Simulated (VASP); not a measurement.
# Hf: single point with PBE+D3(BJ)

Hf:

```xyz
1
Lattice="-1.8199 1.8199 1.8199 1.8199 -1.8199 1.8199 1.8199 1.8199 -1.8199" Properties=species:S:1:pos:R:3 pbc="T T T"
Hf    0.0000    0.0000    0.0000
```

```json
{
 "Program": "VASP 6.6.1",
 "Task": "single point",
 "Functional": "PBE",
 "Dispersion": "D3(BJ)",
 "Potentials or basis": "VASP PAW PBE potentials, release 64 (Hf_pv)",
 "Cutoff": "520 eV",
 "k mesh": "9 × 9 × 9",
 "Occupations": "gaussian, width 0.1 eV",
 "Spin": "no spin polarisation"
}
```

```json
{
  "Pressure": "-9.9 GPa",
  "Band gap on the k mesh": "zero (band 5 reaches 5.55 eV, above the bottom of band 6 at 3.39 eV)",
  "Dispersion energy per atom": "-0.416 eV"
}
```

Levels at points of the mesh, in eV from the Fermi level:
```csv
k point,band 1,band 2,band 3,band 4,band 5,band 6,band 7,band 8,band 9,band 10
"(0.00, 0.00, 0.00)",-30.17,-30.17,-30.17,-6.83,1.42,1.42,1.42,3.99,3.99,12.89
```

Wall time 14 s on 1 thread of Intel Xeon 8259CL, on a shared host, peak memory 0.12 GiB.

Caveat: spin-orbit coupling is left out, which moves the levels of the heavy elements; pairwise dispersion overbinds metals, which lowers pressure and volume.
